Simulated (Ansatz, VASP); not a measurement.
# MoS2: VASP beside Ansatz

```
Mo S
1.0
     3.11953    0.00000    0.00000
    -1.55977    2.70159    0.00000
     0.00000    0.00000   21.22815
Mo S
2 4
Cartesian
  0.0000 1.8011 18.0686
  1.5598 0.9005 3.1596
  1.5598 0.9005 16.5500
  0.0000 1.8011 1.6399
  1.5598 0.9005 19.5883
  0.0000 1.8011 4.6781
```

Alike in both runs: task single point; functional PBE; dispersion D3(BJ); k mesh 10 × 10 × 2; occupations fermi-dirac, width 0.05 eV; no spin polarisation.

|  | VASP | Ansatz |
| --- | --- | --- |
| version | VASP 6.6.1 | Ansatz 0.2.0 |
| potentials or method | VASP PAW PBE potentials, release 64 (Mo_sv, S) | Ansatz PAW |
| plane-wave cutoff (eV) | 520 | 420 |
| valence electrons in the cell | 52 | 52 |

|  | VASP | Ansatz | Ansatz less VASP |
| --- | --- | --- | --- |
| gap on the k mesh at the Fermi level (eV) | 1.49 | 1.48 | -0.017 |
| least direct gap on the mesh (eV) | 2.06 | 2.06 | -0.004 |
| rms of the force components (eV/Å) | 0.589 | 0.598 | +0.0090 |

Atom by atom the forces differ by 0.009 eV/Å (rms over components).
